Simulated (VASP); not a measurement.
# Ge16H (a cell with a defect) in VASP: a series of runs, part 2 of 2

VASP 6.6.1. The steps go on from the part before.

### 3 Single point, PBE+D3(BJ)

Contents of INCAR:

```
SYSTEM = Ge16H
  ALGO = Normal
  EDIFF = 1E-7
  ENCUT = 520
  GGA = PE
  ISIF = 2
  ISMEAR = -1
  IVDW = 12
  LASPH = .True.
  LCHARG = .False.
  LREAL = Auto
  LWAVE = .False.
  NBANDS = 126
  NELM = 80
  PREC = Accurate
  SIGMA = 0.05
```

Contents of KPOINTS:

```
k-points
0
Gamma
  2 2 2
  0 0 0
```

Contents of POSCAR:

```
Ge16H
1.0
    0.0000000000      5.6600000000      5.6600000000
    5.6600000000      0.0000000000      5.6600000000
    5.6600000000      5.6600000000      0.0000000000
Ge H
16 1
Direct
   -0.0492402827     -0.1012190813      0.1348763251
    0.1692226148      0.1161484099      0.0343992933
   -0.0073498233      0.0251590106      0.4149823322
    0.0996731449      0.1006095406      0.6483833922
    0.0177738516      0.4936925795     -0.0602826855
    0.1767932862      0.5449204947      0.1342137809
   -0.0241784452      0.4802208481      0.5008038869
    0.1265106007      0.6665989399      0.5597261484
    0.5322173145     -0.0234187279     -0.0261219081
    0.5921554770      0.1435865724      0.1088162544
    0.4780653710      0.0425000000      0.4810512367
    0.6290636042      0.1731625442      0.6098233216
    0.5241696113      0.5133215548      0.0481272085
    0.6745141343      0.6126236749      0.1712809187
    0.4696289753      0.5401590106      0.5669257951
    0.5967314488      0.6705653710      0.6744699647
    0.2995759717      0.2376148410      0.1640282686
```

Potentials or basis: VASP PAW PBE potentials, release 64 (Ge_d, H).

Started as:

```
$ cat potpaw_PBE.64/Ge_d/POTCAR potpaw_PBE.64/H/POTCAR > POTCAR
$ mpirun -np 1 vasp_std > vasp.out
```

OUTCAR:

```text
SYSTEM = Ge16H
   EDIFF = 1E-7
   ENCUT = 520
   GGA = PE
   ISIF = 2
   ISMEAR = -1
   IVDW = 12
   LASPH = .True.
   LREAL = Auto
   NELM = 80
   PREC = Accurate
 IVDW          = 12

 ion  position               nearest neighbor table
   1  0.951  0.899  0.135-   6 2.49  10 2.59   2 2.64
   2  0.169  0.116  0.034-   9 2.41   5 2.48   3 2.51   1 2.64
   3  0.993  0.025  0.415-   8 2.36  12 2.48   2 2.51   4 2.80
   4  0.100  0.101  0.648-   7 2.49  11 2.52   3 2.80
[... 1244 lines left out ...]
  Total       2.49885     3.82858     3.49742    -5.21907    -0.73263    -0.95640
  in kB      11.04006    16.91487    15.45180   -23.05816    -3.23681    -4.22544
  external pressure =       14.47 kB  Pullay stress =        0.00 kB

 VOLUME and BASIS-vectors are now :
 -----------------------------------------------------------------------------
  energy-cutoff  :      520.00
  volume of cell :      362.64
      direct lattice vectors                 reciprocal lattice vectors
     0.000000000  5.660000000  5.660000000    -0.088339223  0.088339223  0.088339223
     5.660000000  0.000000000  5.660000000     0.088339223 -0.088339223  0.088339223
     5.660000000  5.660000000  0.000000000     0.088339223  0.088339223 -0.088339223

 POSITION                                       TOTAL-FORCE (eV/Angst)
 -----------------------------------------------------------------------------------
      5.85050      6.14470     10.46840        -0.139146     -0.724158      0.757477
      0.85210      1.15250      1.61520         0.181112     -0.526012     -0.692991
      2.49120      7.96720      5.76080         0.972272      0.057040      0.780748
      4.23930      4.23400      1.13360         0.119504      0.103167     -0.283053
      8.11310      5.41940      2.89490         0.229179      0.455245      0.698934
      3.84390      1.76030      4.08490        -0.986790     -0.533993     -0.771153
[... 9 lines left out ...]
      7.61290      7.19500      7.17290        -0.170388      0.471180      0.942829
      2.27330      2.62400      3.04050         0.499590      0.061579      0.503277
 -----------------------------------------------------------------------------------
    total drift:                                0.000395     -0.003308     -0.001951

  FREE ENERGIE OF THE ION-ELECTRON SYSTEM (eV)
  ---------------------------------------------------
  free  energy   TOTEN  =       -74.3132293378 eV

  energy  without entropy=      -74.2758201269  energy(sigma->0) =      -74.29452473
```

OSZICAR:

```text
N       E                     dE             d eps       ncg     rms          rms(c)
DAV:   1     0.367078024435E+04    0.36708E+04   -0.94111E+04  2224   0.496E+03
DAV:   2     0.757867942416E+03   -0.29129E+04   -0.28408E+04  2016   0.127E+03
DAV:   3     0.536698031993E+02   -0.70420E+03   -0.68409E+03  2024   0.317E+02
[... 11 lines left out ...]
DAV:  15    -0.693585359460E+02   -0.37677E-05   -0.45396E-05  2384   0.973E-02    0.366E-03
DAV:  16    -0.693585370537E+02   -0.11077E-05   -0.11263E-05  2784   0.544E-02    0.220E-03
DAV:  17    -0.693585377284E+02   -0.67470E-06   -0.61954E-06  2032   0.245E-02    0.115E-03
DAV:  18    -0.693585376936E+02    0.34859E-07   -0.12996E-06  1816   0.151E-02    0.589E-04
DAV:  19    -0.693585376794E+02    0.14203E-07   -0.32278E-07  1632   0.958E-03
   1 F= -.74313229E+02 E0= -.74294525E+02  d E =-.374092E-01
```

stdout:

```text
POSCAR found type information on POSCAR GeH
 POSCAR found :  2 types and      17 ions
 scaLAPACK will be used
 LDA part: xc-table for (Slater+PW92), standard interpolation
 POSCAR, INCAR and KPOINTS ok, starting setup
 FFT: planning ... GRIDC
 FFT: planning ... GRID_SOFT
 FFT: planning ... GRID
 WAVECAR not read
 entering main loop
```

Run time: 14 min. Hardware: 1 thread of Intel Xeon Platinum 8488C (Sapphire Rapids), shared host; peak memory 0.6 GiB.

What came out:

| Item | Value |
| --- | --- |
| Free energy | -74.3132 eV |
| Pressure | 1.4 GPa |
| Largest force | 1.570 eV/Å |
| Band gap on the k mesh | zero (an odd number of electrons rules out a gap without spin polarisation) |
| Dispersion energy per atom | -0.291 eV |

Forces in eV/Å, atoms in the order of the input:
```
Ge  -0.139 -0.724  0.757
Ge   0.181 -0.526 -0.693
Ge   0.972  0.057  0.781
Ge   0.120  0.103 -0.283
Ge   0.229  0.455  0.699
Ge  -0.987 -0.534 -0.771
Ge   0.837  0.632 -0.039
Ge  -0.463  0.146 -1.494
Ge  -0.720  0.153 -0.024
Ge   0.822  0.122  0.681
Ge   1.106  0.738 -0.154
Ge  -0.936 -0.668 -0.641
Ge  -0.776 -0.060 -0.214
Ge   0.566 -0.071 -0.203
Ge  -1.140 -0.354  0.151
Ge  -0.170  0.471  0.943
H    0.500  0.062  0.503
```

Caveat: the k points lie up to 0.48 Å⁻¹ apart, too coarse for converged energies and pressures of a metal.
